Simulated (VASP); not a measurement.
# SiC (series) (F-43m) in VASP: further runs

The runs below take SiC (series) through single point, with PBE.

Everything below comes from runs of VASP 6.6.1. Logs are shortened: lines on timing, memory, paths and dates and some standing lists are left out, and cuts for length are marked.

### 1 The cell of the first run

It takes space group F-43m (No. 216, cubic). Conventional cell: a = 4.358 Å, b = 4.358 Å, c = 4.358 Å, α = 90.00°, β = 90.00°, γ = 90.00°. Si (site symmetry -43m) has 4 C at 1.89 Å within 2.5 Å. C (site symmetry -43m) has 4 Si at 1.89 Å within 2.5 Å.

### 2 Single point, PBE

The input, INCAR:

```
PREC = Accurate ; ENCUT = 600
EDIFF = 1E-6 ; ISMEAR = 0
SIGMA = 0.02 ; LREAL = False
LASPH = True ; NELM = 120
ALGO = Normal ; ISIF = 2
LWAVE = False ; LCHARG = False
GGA = PE ; NBANDS = 11
GGA_COMPAT = False
```

The input, KPOINTS:

```
Automatic mesh
0
Gamma
  4 4 4
```

The input, POSCAR:

```
SiC
1.0
    0.0000000000      2.1790000000      2.1790000000
    2.1790000000      0.0000000000      2.1790000000
    2.1790000000      2.1790000000      0.0000000000
Si C
1 1
Direct
    0.0000000000      0.0000000000      0.0000000000
    0.2500000000      0.2500000000      0.2500000000
```

Potentials or basis: VASP PAW PBE potentials, release 64 (Si, C).

Run with:

```sh
> cat potpaw_PBE.64/Si/POTCAR potpaw_PBE.64/C/POTCAR > POTCAR
> mpirun -np 1 vasp_std > vasp.out
```

OUTCAR:

```text
PREC = Accurate
   ENCUT = 600
   EDIFF = 1E-6
   ISMEAR = 0
   LREAL = False
   LASPH = True
   NELM = 120
   ISIF = 2
   GGA = PE

 ion  position               nearest neighbor table
   1  0.000  0.000  0.000-   2 1.89   2 1.89   2 1.89   2 1.89
   2  0.250  0.250  0.250-   1 1.89   1 1.89   1 1.89   1 1.89

  LATTYP: Found a face centered cubic cell.
 ALAT       =     4.3580000000

  Lattice vectors:

 A1 = (   0.0000000000,   2.1790000000,   2.1790000000)
 A2 = (   2.1790000000,   0.0000000000,   2.1790000000)
 A3 = (   2.1790000000,   2.1790000000,   0.0000000000)

Analysis of symmetry for initial positions (statically):
=====================================================================
 Subroutine PRICEL returns:
 Original cell was already a primitive cell.

 Routine SETGRP: Setting up the symmetry group for a
 face centered cubic supercell.

 Subroutine GETGRP returns: Found 24 space group operations
 (whereof 24 operations were pure point group operations)
 out of a pool of 48 trial point group operations.

The static configuration has the point symmetry T_d .

Analysis of symmetry for dynamics (positions and initial velocities):
=====================================================================
 Subroutine PRICEL returns:
 Original cell was already a primitive cell.

 Routine SETGRP: Setting up the symmetry group for a
 face centered cubic supercell.

 Subroutine GETGRP returns: Found 24 space group operations
 (whereof 24 operations were pure point group operations)
 out of a pool of 48 trial point group operations.

The dynamic configuration has the point symmetry T_d .

 Subroutine INISYM returns: Found 24 space group operations
 (whereof 24 operations are pure point group operations),
 and found     1 'primitive' translations

----------------------------------------------------------------------------------------

                                     Primitive cell

  volume of cell :      20.6920

  direct lattice vectors                    reciprocal lattice vectors
     0.000000000  2.179000000  2.179000000    -0.229463056  0.229463056  0.229463056
     2.179000000  0.000000000  2.179000000     0.229463056 -0.229463056  0.229463056
     2.179000000  2.179000000  0.000000000     0.229463056  0.229463056 -0.229463056

  length of vectors
     3.081571352  3.081571352  3.081571352     0.397441672  0.397441672  0.397441672

  position of ions in fractional coordinates (direct lattice)
     0.000000000  0.000000000  0.000000000
     0.250000000  0.250000000  0.250000000

  ion indices of the primitive-cell ions
   primitive index   ion index
                 1           1
                 2           2

----------------------------------------------------------------------------------------

 KPOINTS: Automatic mesh

Automatic generation of k-mesh.
 Grid dimensions read from file:
 generate k-points for:    4    4    4

 Generating k-lattice:

  Cartesian coordinates                     Fractional coordinates (reciprocal lattice)
    -0.057365764  0.057365764  0.057365764     0.250000000  0.000000000  0.000000000
     0.057365764 -0.057365764  0.057365764     0.000000000  0.250000000  0.000000000
     0.057365764  0.057365764 -0.057365764     0.000000000  0.000000000  0.250000000

  Length of vectors
     0.099360418  0.099360418  0.099360418

  Shift w.r.t. Gamma in fractional coordinates (k-lattice)
     0.000000000  0.000000000  0.000000000

 Subroutine IBZKPT returns following result:
 ===========================================

 Found      8 irreducible k-points:

 Following reciprocal coordinates:
            Coordinates               Weight
  0.000000  0.000000  0.000000      1.000000
  0.250000  0.000000  0.000000      8.000000
  0.500000  0.000000  0.000000      4.000000
  0.250000  0.250000  0.000000      6.000000
  0.500000  0.250000  0.000000     24.000000
 -0.250000  0.250000  0.000000     12.000000
  0.500000  0.500000  0.000000      3.000000
 -0.250000  0.500000  0.250000      6.000000
   k-points           NKPTS =      8   k-points in BZ     NKDIM =      8   number of bands    NBANDS=     11
   number of dos      NEDOS =    301   number of ions     NIONS =      2
   total plane-waves  NPLWV =  21952
   dimension x,y,z NGX =    28 NGY =   28 NGZ =   28
   dimension x,y,z NGXF=    56 NGYF=   56 NGZF=   56
   ions per type =               1   1
   NGX,Y,Z   is equivalent  to a cutoff of  15.11, 15.11, 15.11 a.u.
   NGXF,Y,Z  is equivalent  to a cutoff of  30.21, 30.21, 30.21 a.u.
 SYSTEM =  unknown system
   PREC   = accura    normal or accurate (medium, high low for compatibility)
   ISTART =      0    job   : 0-new  1-cont  2-samecut
   ICHARG =      2    charge: 1-file 2-atom 10-const
   ISPIN  =      1    spin polarized calculation?
   LNONCOLLINEAR =      F non collinear calculations
   LSORBIT =      F    spin-orbit coupling
   LASPH  =      T    aspherical Exc in radial PAW
   ENCUT  =  600.0 eV  44.10 Ry    6.64 a.u.   6.15  6.15  6.15*2*pi/ulx,y,z
   NELM   =    120;   NELMIN=  2; NELMDL= -5     # of ELM steps
   EDIFF  = 0.1E-05   stopping-criterion for ELM
   LREAL  =      F    real-space projection
   EDIFFG = 0.1E-04   stopping-criterion for IOM
   NSW    =      0    number of steps for IOM
   IBRION =     -1    ionic relax: 0-MD 1-quasi-New 2-CG
   NFREE  =      0    steps in history (QN), initial steepest desc. (CG)
   ISIF   =      2    stress and relaxation
   ISYM   =      2    0-nonsym 1-usesym 2-fastsym
   POTIM  = 0.5000    time-step for ionic-motion
   TEBEG  =    0.0;   TEEND  =   0.0 temperature during run
   PSTRESS=    0.0 pullay stress
   NELECT =       8.0000    total number of electrons
   NUPDOWN=      -1.0000    fix difference up-down
   EMIN   =  10.00;   EMAX   =-10.00  energy-range for DOS
   EFERMI =   0.00;   METHOD = LEGACY
   ISMEAR =     0;   SIGMA  =   0.02  broadening in eV -4-tet -1-fermi 0-gaus
   EFERMI_NEDOS =   21; number of points for ismear=-14 and -15
   IALGO  =     38    algorithm
   IMIX   =      4    mixing-type and parameters
     AMIX     =   0.40;   BMIX     =  1.00
     AMIX_MAG =   1.60;   BMIX_MAG =  1.00
  volume/ion in A,a.u.               =      10.35        69.82
  Fermi-wavevector in a.u.,A,eV,Ry     =   1.192626  2.253736 19.352338  1.422357
  Thomas-Fermi vector in A             =   2.328660
   LORBIT       =      0    0 simple, 1 ext, 2 COOP (PROOUT), +10 PAW based schemes
   GGA     = PE    functional components
   LHFCALC =     F    Hartree Fock is set to
   AEXX    =    0.0000 exact exchange contribution
   IVDW    =     0    specifies the selected vdW correction
   LEPSILON=     F    determine dielectric tensor
   LRPA    =     F    only Hartree local field effects (RPA)
 non-spin polarized calculation
 Gauss-broadening in eV      SIGMA  =   0.02
  energy-cutoff  :      600.00
  volume of cell :       20.69
 maximum number of plane-waves:       701
 NGX is ok and might be reduce to    28
   NGX = 13   NGY = 13   NGZ = 13

 number of electron       8.0000000 magnetization

 Free energy of the ion-electron system (eV)
  ---------------------------------------------------
  ext. energy  EPLUGINS =         0.00000000
  ---------------------------------------------------
  free energy    TOTEN  =       -14.93334664 eV

  energy without entropy =      -14.93334664  energy(sigma->0) =      -14.93334664

 E-fermi :   8.3669     XC(G=0): -11.3406

 val. band max:        8.1644899311   @ k =   0.0000   0.0000   0.0000
 cond. band min:       9.4746917383   @ k =   0.5000   0.5000   0.0000
 fundamental gap:      1.3102018072
 Fermi energy:         8.3668599948

 k-point     1 :       0.0000    0.0000    0.0000
  band No.  band energies     occupation
      1      -7.2649      2.00000
      2       8.1645      2.00000
      3       8.1645      2.00000
      4       8.1645      2.00000
      5      14.3881      0.00000
      6      15.4223      0.00000
      7      15.4223      0.00000
      8      15.4223      0.00000
      9      22.6221      0.00000
     10      22.6221      0.00000
     11      24.6030      0.00000

 k-point     2 :       0.2500    0.0000    0.0000
  band No.  band energies     occupation
      1      -6.0673      2.00000
      2       3.8548      2.00000
      3       7.5545      2.00000
      4       7.5545      2.00000
      5      14.1227      0.00000
      6      16.0259      0.00000
      7      16.0259      0.00000
      8      17.5057      0.00000
      9      21.2346      0.00000
     10      21.2346      0.00000
     11      23.2652      0.00000

 k-point     3 :       0.5000    0.0000    0.0000
  band No.  band energies     occupation
      1      -3.6870      2.00000
      2      -0.4036      2.00000
      3       7.1064      2.00000
      4       7.1064      2.00000
      5      13.5685      0.00000
      6      15.3416      0.00000
      7      15.3416      0.00000
      8      18.1972      0.00000
      9      24.3439      0.00000
     10      25.3567      0.00000
     11      25.3567      0.00000

 k-point     4 :       0.2500    0.2500    0.0000
  band No.  band energies     occupation
      1      -5.6646      2.00000
      2       4.8103      2.00000
      3       6.2196      2.00000
      4       6.2196      2.00000
      5      12.1718      0.00000
      6      14.4687      0.00000
      7      18.7141      0.00000
      8      18.7141      0.00000
      9      19.6580      0.00000
     10      24.4347      0.00000
     11      28.5826      0.00000

 k-point     5 :       0.5000    0.2500    0.0000
  band No.  band energies     occupation
      1      -3.3044      2.00000
      2       1.0779      2.00000
      3       4.1894      2.00000
      4       5.8437      2.00000
      5      11.8485      0.00000
      6      16.1090      0.00000
      7      18.6189      0.00000
      8      18.6366      0.00000
      9      22.1078      0.00000
     10      25.6605      0.00000
     11      28.3478      0.00000

 k-point     6 :      -0.2500    0.2500    0.0000
  band No.  band energies     occupation
      1      -4.2339      2.00000
      2       2.2038      2.00000
      3       3.8038      2.00000
      4       6.9746      2.00000
      5      13.6497      0.00000
      6      16.9058      0.00000
      7      17.1587      0.00000
      8      18.0149      0.00000
      9      20.3986      0.00000
     10      23.5960      0.00000
     11      27.9097      0.00000

 k-point     7 :       0.5000    0.5000    0.0000
  band No.  band energies     occupation
      1      -2.2287      2.00000
      2       0.3383      2.00000
      3       4.9616      2.00000
      4       4.9616      2.00000
      5       9.4747      0.00000
      6      12.4431      0.00000
      7      22.1758      0.00000
      8      22.1758      0.00000
      9      22.9563      0.00000
     10      28.2284      0.00000
     11      30.3002      0.00000

 k-point     8 :      -0.2500    0.5000    0.2500
  band No.  band energies     occupation
      1      -1.9951      2.00000
      2       1.1138      2.00000
      3       3.1536      2.00000
      4       3.4479      2.00000
      5      13.3474      0.00000
      6      17.5671      0.00000
      7      17.6077      0.00000
      8      17.8968      0.00000
      9      22.3769      0.00000
     10      25.5744      0.00000
     11      29.2014      0.00000

------------------------ aborting loop because EDIFF is reached ----------------------------------------

  FORCE on cell =-STRESS in cart. coord.  units (eV):
  Direction    XX          YY          ZZ          XY          YZ          ZX
  --------------------------------------------------------------------------------------
  -------------------------------------------------------------------------------------
  Total        0.4485682      0.4485682      0.4485682     -0.0000000      0.0000000     -0.0000000
  in kB       34.7326102     34.7326102     34.7326102     -0.0000000      0.0000000     -0.0000000
  external PRESSURE =      34.7326102 kB  Pullay stress =       0.0000000 kB

 VOLUME and BASIS-vectors are now :
 -----------------------------------------------------------------------------
  energy-cutoff  :      600.00
  volume of cell :       20.69
      direct lattice vectors                 reciprocal lattice vectors
     0.000000000  2.179000000  2.179000000    -0.229463056  0.229463056  0.229463056
     2.179000000  0.000000000  2.179000000     0.229463056 -0.229463056  0.229463056
     2.179000000  2.179000000  0.000000000     0.229463056  0.229463056 -0.229463056

 POSITION                                       TOTAL-FORCE (eV/Angst)
 -----------------------------------------------------------------------------------
      0.00000      0.00000      0.00000         0.000000      0.000000      0.000000
      1.08950      1.08950      1.08950        -0.000000     -0.000000     -0.000000
 -----------------------------------------------------------------------------------
    total drift:                               -0.000000     -0.000000     -0.000000

  FREE ENERGIE OF THE ION-ELECTRON SYSTEM (eV)
  ---------------------------------------------------
  free  energy   TOTEN  =       -14.9333466380 eV

  energy  without entropy=      -14.9333466380  energy(sigma->0) =      -14.93334664
```

It took 4.6 s on 1 thread of AMD EPYC 7R43 (Zen 3), shared host; peak memory 0.11 GiB.

What came out:

| Item | Value |
| --- | --- |
| Free energy | -14.9333 eV |
| Pressure | 3.5 GPa |
| Band gap on the k mesh | 1.31 eV, indirect (least direct gap 4.51 eV) |

Levels at points of the mesh, in eV from the valence-band top:
| k point | band 1 | band 2 | band 3 | band 4 | band 5 | band 6 | band 7 | band 8 | band 9 |
| --- | --- | --- | --- | --- | --- | --- | --- | --- | --- |
| (0.00, 0.00, 0.00) | -15.43 | 0.00 | 0.00 | 0.00 | 6.22 | 7.26 | 7.26 | 7.26 | 14.46 |
| (0.50, 0.00, 0.00) | -11.85 | -8.57 | -1.06 | -1.06 | 5.40 | 7.18 | 7.18 | 10.03 | 16.18 |
| (0.50, 0.50, 0.00) | -10.39 | -7.83 | -3.20 | -3.20 | 1.31 | 4.28 | 14.01 | 14.01 | 14.79 |

Caveat: the k points lie up to 0.62 Å⁻¹ apart. A k mesh can miss the band edges.

### 3 Single point, PBE

The input, INCAR:

```
SYSTEM = SiC
ALGO = Normal ; EDIFF = 1E-6
ENCUT = 600 ; GGA = PE
GGA_COMPAT = .False. ; ISIF = 2
ISMEAR = 0 ; LASPH = .True.
LCHARG = .False. ; LREAL = .False.
LWAVE = .False. ; NBANDS = 11
NELM = 120 ; PREC = Accurate
SIGMA = 0.02
```

The input, KPOINTS:

```
k-points
0
Gamma
  6 6 6
  0 0 0
```

POSCAR is that of step 2.

Potentials or basis: VASP PAW PBE potentials, release 64 (Si, C).

Run with:

```sh
> cat potpaw_PBE.64/Si/POTCAR potpaw_PBE.64/C/POTCAR > POTCAR
> mpirun -np 1 vasp_std > vasp.out
```

OUTCAR:

```text
SYSTEM = SiC
   EDIFF = 1E-6
   ENCUT = 600
   GGA = PE
   ISIF = 2
   ISMEAR = 0
   LASPH = .True.
   LREAL = .False.
   NELM = 120
   PREC = Accurate

 ion  position               nearest neighbor table
   1  0.000  0.000  0.000-   2 1.89   2 1.89   2 1.89   2 1.89
   2  0.250  0.250  0.250-   1 1.89   1 1.89   1 1.89   1 1.89

  LATTYP: Found a face centered cubic cell.
 ALAT       =     4.3580000000

  Lattice vectors:

 A1 = (   0.0000000000,   2.1790000000,   2.1790000000)
 A2 = (   2.1790000000,   0.0000000000,   2.1790000000)
 A3 = (   2.1790000000,   2.1790000000,   0.0000000000)

Analysis of symmetry for initial positions (statically):
=====================================================================
 Subroutine PRICEL returns:
 Original cell was already a primitive cell.

 Routine SETGRP: Setting up the symmetry group for a
 face centered cubic supercell.

 Subroutine GETGRP returns: Found 24 space group operations
 (whereof 24 operations were pure point group operations)
 out of a pool of 48 trial point group operations.

The static configuration has the point symmetry T_d .

Analysis of symmetry for dynamics (positions and initial velocities):
[... 161 lines left out ...]
      2       8.1138      2.00000
      3       8.1138      2.00000
      4       8.1138      2.00000
      5      14.3460      0.00000
      6      15.4154      0.00000
      7      15.4154      0.00000
      8      15.4154      0.00000
      9      22.6148      0.00000
     10      22.6148      0.00000
     11      24.5893      0.00000
[... 197 lines left out ...]
 k-point    16 :      -0.3333    0.5000    0.1667
  band No.  band energies     occupation
      1      -2.1040      2.00000
      2       0.8245      2.00000
      3       3.6060      2.00000
      4       3.7301      2.00000
      5      12.1025      0.00000
      6      15.2018      0.00000
      7      18.9435      0.00000
      8      20.3208      0.00000
      9      22.2934      0.00000
     10      25.8243      0.00000
     11      29.2530      0.00000

------------------------ aborting loop because EDIFF is reached ----------------------------------------

  FORCE on cell =-STRESS in cart. coord.  units (eV):
  Direction    XX          YY          ZZ          XY          YZ          ZX
  --------------------------------------------------------------------------------------
  -------------------------------------------------------------------------------------
  Total        0.4021712      0.4021712      0.4021712      0.0000000      0.0000000      0.0000000
  in kB       31.1400906     31.1400906     31.1400906      0.0000000      0.0000000      0.0000000
  external PRESSURE =      31.1400906 kB  Pullay stress =       0.0000000 kB

 VOLUME and BASIS-vectors are now :
 -----------------------------------------------------------------------------
  energy-cutoff  :      600.00
  volume of cell :       20.69
      direct lattice vectors                 reciprocal lattice vectors
     0.000000000  2.179000000  2.179000000    -0.229463056  0.229463056  0.229463056
     2.179000000  0.000000000  2.179000000     0.229463056 -0.229463056  0.229463056
     2.179000000  2.179000000  0.000000000     0.229463056  0.229463056 -0.229463056

 POSITION                                       TOTAL-FORCE (eV/Angst)
 -----------------------------------------------------------------------------------
      0.00000      0.00000      0.00000         0.000000     -0.000000      0.000000
      1.08950      1.08950      1.08950        -0.000000      0.000000     -0.000000
 -----------------------------------------------------------------------------------
    total drift:                               -0.000000     -0.000000     -0.000000

  FREE ENERGIE OF THE ION-ELECTRON SYSTEM (eV)
  ---------------------------------------------------
  free  energy   TOTEN  =       -15.0484849365 eV

  energy  without entropy=      -15.0484849365  energy(sigma->0) =      -15.04848494
```

OSZICAR:

```text
N       E                     dE             d eps       ncg     rms          rms(c)
DAV:   1     0.403835671047E+01    0.40384E+01   -0.42417E+03   360   0.696E+02
DAV:   2    -0.163556756757E+02   -0.20394E+02   -0.19047E+02   426   0.113E+02
DAV:   3    -0.169083809996E+02   -0.55271E+00   -0.55174E+00   433   0.162E+01
DAV:   4    -0.169103905544E+02   -0.20096E-02   -0.20095E-02   394   0.123E+00
DAV:   5    -0.169103999170E+02   -0.93626E-05   -0.93626E-05   424   0.783E-02    0.881E+00
DAV:   6    -0.151069004740E+02    0.18035E+01   -0.64647E+00   385   0.114E+01    0.389E+00
DAV:   7    -0.150560174840E+02    0.50883E-01   -0.38846E-01   427   0.355E+00    0.178E+00
DAV:   8    -0.150482434627E+02    0.77740E-02   -0.20404E-02   388   0.957E-01    0.166E-01
DAV:   9    -0.150483699962E+02   -0.12653E-03   -0.15549E-03   434   0.228E-01    0.113E-01
DAV:  10    -0.150484826745E+02   -0.11268E-03   -0.23685E-04   394   0.934E-02    0.250E-02
DAV:  11    -0.150484845226E+02   -0.18482E-05   -0.41504E-05   427   0.332E-02    0.662E-03
DAV:  12    -0.150484849365E+02   -0.41381E-06   -0.19041E-06   297   0.842E-03
   1 F= -.15048485E+02 E0= -.15048485E+02  d E =-.151011E-38
```

Run time: 7.8 s. Hardware: 1 thread of AMD EPYC 7R43 (Zen 3), shared host; peak memory 0.11 GiB.

Results:

| Item | Value |
| --- | --- |
| Free energy | -15.0485 eV |
| Pressure | 3.1 GPa |
| Band gap on the k mesh | 1.35 eV, indirect (least direct gap 4.54 eV) |

A k mesh can miss the band edges. A hybrid or GW would open this gap; PBE tends to underestimate it.
